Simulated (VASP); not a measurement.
Here is a VASP 6.6.1 calculation.

Contents of INCAR:

```
SYSTEM = NbAs
  ALGO = Normal
  EDIFF = 1E-6
  ENCUT = 520
  GGA = CA
  ISIF = 2
  ISMEAR = -1
  LASPH = .True.
  LCHARG = .False.
  LREAL = .False.
  LWAVE = .False.
  NBANDS = 26
  NELM = 60
  PREC = Accurate
  SIGMA = 0.08
```

Contents of KPOINTS:

```
k-points
0
Gamma
  15 15 15
  0 0 0
```

The input POSCAR:

```
NbAs
1.0
   -1.7315837630      1.7315837630      5.8594021359
    1.7315837630     -1.7315837630      5.8594021359
    1.7315837630      1.7315837630     -5.8594021359
Nb As
2 2
Direct
    0.7500000000      0.7500000000      0.0000000000
    0.5000000000      0.0000000000      0.5000000000
    0.1660000000      0.1660000000      0.0000000000
    0.9160000000      0.4160000000      0.5000000000
```

Potentials or basis: VASP PAW LDA potentials, release 64 (Nb_sv, As).

Run with:

```sh
$ cat potpaw_LDA.64/Nb_sv/POTCAR potpaw_LDA.64/As/POTCAR > POTCAR
$ mpirun -np 1 vasp_std > vasp.out
```

Task: What does it give for the largest force?

Result: 0.263 eV/Å.

Task: Predict the band gap on the k mesh.

Result: Zero (band 18 reaches 9.46 eV, above the bottom of band 19 at 9.44 eV).

Task: Estimate the pressure.

Result: -6.8 GPa.

Stress tensor (GPa, compression positive):
```
-7.36  0.00  0.00
 0.00 -7.36  0.00
 0.00  0.00 -5.75
```
